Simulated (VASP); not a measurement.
Wanted: the native input for a VASP 6.6.1 run.

```yaml
Task: single point
Functional: PBE
Potentials_or_basis: VASP PAW PBE potentials, release 64 (Ni, O)
Cutoff: 520 eV
k_mesh: 10 × 10 × 5
Occupations: gaussian, width 0.05 eV
Spin: collinear spin, antiferromagnetic start
Starting_moments: "[1.85, -1.85, 0.0, 0.0] μB"
Hubbard_terms: Ni d U = 6.2 eV
Dipole_correction: no
Further_INCAR_settings: ALGO = Normal; EDIFF = 1e-06; NBANDS = 28
```

The structure of NiO lies in POSCAR:

```
NiO
1.0
    0.0000000000      2.1261674825      2.1261674825
    2.1261674825      0.0000000000      2.1261674825
    4.2493462858      4.2493462858      0.0029886792
Ni O
2 2
Direct
    0.0000000000      0.0000000000      0.0000000000
    0.0000000000      0.0000000000      0.5000000000
    0.5117623868      0.5117623868      0.2441146657
    0.4999999955      0.4999999955      0.7500000068
```

This cell differs from its parent crystal: atom 2 (O) moved 0.05 Å along z.

These files were run (other wordings do the same):

INCAR

```
  ALGO = Normal
  EDIFF = 1E-6
  ENCUT = 520
  GGA = PE
  ISIF = 2
  ISMEAR = 0
  ISPIN = 2
  LASPH = True
  LCHARG = True
  LDAU = True
  LDAUJ = 0 0
  LDAUL = 2 -1
  LDAUPRINT = 1
  LDAUTYPE = 2
  LDAUU = 6.2 0
  LELF = True
  LMAXMIX = 4
  LORBIT = 11
  LREAL = False
  LVHAR = True
  LWAVE = False
  MAGMOM = 1.85 -1.85 0 0
  NBANDS = 28
  NELM = 150
  PREC = Accurate
  SIGMA = 0.05
```

KPOINTS

```
k-points
0
Gamma
  10 10 5
```

Potentials or basis: VASP PAW PBE potentials, release 64 (Ni, O).

Run with:

```console
$ cat potpaw_PBE.64/Ni/POTCAR potpaw_PBE.64/O/POTCAR > POTCAR
$ mpirun -np 1 vasp_std > vasp.out
```

Results of the run:

- Pressure: -7.9 GPa
- Largest force: 0.347 eV/Å
- Band gap on the k mesh: 3.00 eV
- Net moment: 0.00 μB per cell
- Site moments: Ni +1.76, -1.76; O +0.00, -0.00 μB
- Valence electrons inside the program's atomic spheres: Ni 8.93, 8.89; O 5.00

Caveat: the cell differs from its parent crystal (atom 2 (O) moved 0.05 Å along z).

It took 5 min on 1 thread of Oxide Virtual Turin-like Processor, with other jobs on the host, peak memory 0.31 GiB.
